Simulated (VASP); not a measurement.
Runs of VASP 6.6.1 on ZnS. The structure is that of space group F-43m (No. 216), or close to it. The cells are those of the table. 

```csv
level,cell,k mesh,smearing,share of exact exchange,screening parameter,gap on the mesh (eV),pressure (GPa)
PBE-based global hybrid with 50 % exact exchange,"a = 3.821 Å, angles 60.0°, 2 atoms",5 × 5 × 5,fermi-dirac 0.05 eV,0.5,-,6.03,(a)
PBE-based screened hybrid with 25 % exact exchange,"a = 3.821 Å, angles 60.0°, 2 atoms",5 × 5 × 5,fermi-dirac 0.05 eV,0.25,0.4 1/Å,2.95,1.3
r2SCANh,"a = 3.896 Å, angles 60.0°, 2 atoms",5 × 5 × 5,fermi-dirac 0.05 eV,0.1,-,3.07,-4.5
B3LYP,"a = 3.871 Å, angles 60.0°, 2 atoms",6 × 6 × 6,fermi-dirac 0.01 eV,0.2,-,(b),0.7
PBEsol-based global hybrid with 25 % exact exchange,"a = 3.896 Å, angles 60.0°, 2 atoms",5 × 5 × 5,fermi-dirac 0.05 eV,0.25,-,3.62,-5.7
```

Alike in all rows: task single point; potentials or basis VASP PAW PBE potentials, release 64 (Zn, S); no spin polarisation; cutoff (eV) 520.

Problem. Fill in the values left out.

Solution. (a) -0.3; (b) 3.44.

Caveats: the PAW data sets were made with another functional, which shifts forces and pressure a little; the cell stands under tension (at least some runs).

